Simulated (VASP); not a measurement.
Runs of VASP 6.6.1 on MnO2. It takes space group P4_2/mnm (No. 136, tetragonal). The conventional cell has a = 4.396 Å, b = 4.396 Å, c = 2.871 Å, α = 90.00°, β = 90.00°, γ = 90.00°. Mn (site symmetry mmm) has 6 O at 1.88 to 1.89 Å within 2.5 Å. O (site symmetry m2m) has 3 Mn at 1.88 to 1.89 Å and 1 O at 2.46 Å within 2.5 Å. 

```tsv
spin	fixed moment (μB)	gap on the mesh (eV)	pressure (GPa)	moment (μB)	largest force (eV/Å)
collinear, ferromagnetic start	-	none	-5.5	6.02	0.53
off	-	none	-18.4	-	0.25
collinear, ferromagnetic start	3.0	-	(b)	3.00	(a)
collinear, ferrimagnetic start	-	none	-5.4	6.02	0.53
collinear, ferrimagnetic start	6.0	-	-5.4	6.00	0.53
```

Alike in all rows: task single point; level LDA+U; potentials or basis VASP PAW LDA potentials, release 64 (Mn_pv, O); Mn d U = 4.0 eV; cell as given; k mesh 4 × 4 × 7; cutoff (eV) 520; smearing gaussian 0.05 eV.

Question: Estimate the missing entries.

Answer: (a) 0.48; (b) -11.0.

Caveats: the total moment is fixed, so each spin has its own Fermi level (some runs); U without spin polarisation on a metal has little footing (some runs).

A gap of «none» marks levels without a gap at the run's occupations.
